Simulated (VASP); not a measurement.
**Ge: single point with PBE+D4**

Ge:

```
Ge
1.0
     1.42883   -2.47480    0.00000
     1.42883    2.47480    0.00000
     0.00000    0.00000    5.23567
Ge
2
Direct
  0.49998 0.50002 0.25000
  0.50002 0.49998 0.75000
```

- Program: VASP 6.6.1
- Task: single point
- Functional: PBE
- Dispersion: D4
- Potentials or basis: VASP PAW PBE potentials, release 64 (Ge_d)
- Cutoff: 520 eV
- k mesh: 10 × 10 × 6
- Occupations: fermi-dirac, width 0.05 eV
- Spin: no spin polarisation
- Dipole correction: no
- Further INCAR settings: ALGO = Normal; EDIFF = 1e-06; NBANDS = 21

- Pressure: -0.1 GPa
- Band gap on the k mesh: zero (band 14 reaches 14.28 eV, above the bottom of band 15 at 4.77 eV)
- Dispersion energy per atom: -0.391 eV

Levels at points of the mesh, in eV from the Fermi level:
```tsv
k point	band 12	band 13	band 14	band 15	band 16	band 17
(0.00, 0.00, 0.00)	-9.11	-6.07	7.42	8.11	8.11	10.67
(0.50, 0.00, 0.00)	-5.75	-3.70	-2.32	-2.09	3.40	3.96
(0.50, 0.50, 0.00)	-5.75	-3.70	-2.32	-2.09	3.40	3.96
(0.00, 0.00, 0.50)	-12.03	-0.40	-0.40	9.37	9.37	9.37
(0.50, 0.00, 0.50)	-7.06	-4.49	-4.49	3.97	3.97	5.20
(0.50, 0.50, 0.50)	-7.06	-4.49	-4.49	3.97	3.97	5.20
```

It took 24 s on 1 thread of Intel(R) Xeon(R) 6975P-C (Granite Rapids), on a shared host, peak memory 0.21 GiB.

Caveat: pairwise dispersion overbinds metals, which lowers pressure and volume.
